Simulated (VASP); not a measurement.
Si16Ge (a cell with a defect): single point with PBEsol

Crystal: Si16Ge (a cell with a defect).

```
CELL_PARAMETERS angstrom
0.00000 5.43000 5.43000
5.43000 0.00000 5.43000
5.43000 5.43000 0.00000
ATOMIC_POSITIONS crystal
Si 0.99894 0.00031 0.00000
Si 0.12278 0.12497 0.12416
Si 0.00347 0.00494 0.49541
Si 0.12350 0.12422 0.62735
Si 0.00196 0.49723 0.00312
Si 0.12300 0.62766 0.12391
Si 0.00429 0.49488 0.49457
Si 0.13518 0.62212 0.61815
Si 0.49343 0.00577 0.00546
Si 0.62629 0.12443 0.12460
Si 0.49577 0.00343 0.49688
Si 0.62064 0.13669 0.62377
Si 0.49425 0.49568 0.00463
Si 0.61697 0.62406 0.13643
Si 0.49879 0.50031 0.50005
Si 0.62260 0.61842 0.62177
Ge 0.74880 0.75030 0.75006
```

| Property | Result |
| --- | --- |
| Program | VASP 6.6.1 |
| Task | single point |
| Functional | PBEsol |
| Potentials or basis | VASP PAW PBE potentials, release 64 (Si, Ge_d) |
| Cutoff | 520 eV |
| k mesh | 2 × 2 × 2 |
| Occupations | gaussian, width 0.02 eV |
| Spin | no spin polarisation |
| Dipole correction | no |
| Further INCAR settings | LREAL = Auto; ALGO = Normal; EDIFF = 1e-06; NBANDS = 53 |

* Pressure: 4.7 GPa
* Largest force: 0.009 eV/Å
* Band gap on the k mesh: zero (band 39 reaches 6.88 eV, above the bottom of band 40 at 6.55 eV)

Forces on the atoms (eV/Å):
```
Si   0.000  0.001  0.001
Si   0.002 -0.003 -0.002
Si   0.001  0.001  0.000
Si  -0.005  0.003  0.000
Si   0.000 -0.003 -0.002
Si  -0.004 -0.003  0.002
Si   0.000  0.000  0.000
Si   0.006  0.003  0.002
Si  -0.002  0.001  0.000
Si   0.008 -0.001 -0.002
Si   0.000  0.004  0.001
Si  -0.007 -0.004  0.002
Si   0.000  0.002  0.002
Si  -0.007  0.003 -0.002
Si  -0.001  0.002  0.001
Si   0.006 -0.004 -0.003
Ge   0.000 -0.001  0.000
```

Stress tensor (GPa, compression positive):
```
4.94 0.00 0.00
0.00 4.45 0.00
0.00 0.00 4.76
```

Levels at points of the mesh, in eV from the Fermi level:
```csv
k point,band 35,band 36,band 37,band 38,band 39,band 40,band 41,band 42,band 43,band 44
"(0.00, 0.00, 0.00)",-1.65,-0.75,-0.72,-0.70,-0.26,-0.24,-0.22,-0.03,0.03,0.44
"(0.50, 0.00, 0.00)",-1.44,-1.44,-1.39,-1.38,-0.31,0.51,0.54,0.87,0.87,1.26
"(0.00, 0.50, 0.00)",-1.45,-1.44,-1.39,-1.38,-0.31,0.51,0.54,0.86,0.87,1.26
"(0.00, 0.00, 0.50)",-1.44,-1.44,-1.39,-1.38,-0.31,0.51,0.54,0.87,0.87,1.26
"(0.50, 0.50, 0.50)",-1.45,-1.44,-1.39,-1.38,-0.31,0.51,0.54,0.86,0.87,1.26
"(0.50, 0.50, 0.00)",-2.01,-1.99,-1.82,-1.26,0.07,0.81,1.03,1.06,1.11,1.93
"(0.00, 0.50, 0.50)",-2.02,-2.00,-1.80,-1.25,0.06,0.81,1.05,1.05,1.10,1.91
"(0.50, 0.00, 0.50)",-1.99,-1.98,-1.85,-1.28,0.08,0.81,1.04,1.07,1.08,1.96
```

It took 5 min on 1 thread of Intel Xeon 6975P-C, with other jobs on the host, peak memory 0.5 GiB.

Caveat: the k points lie up to 0.50 Å⁻¹ apart; the PAW data sets were made with another functional, which shifts forces and pressure a little.
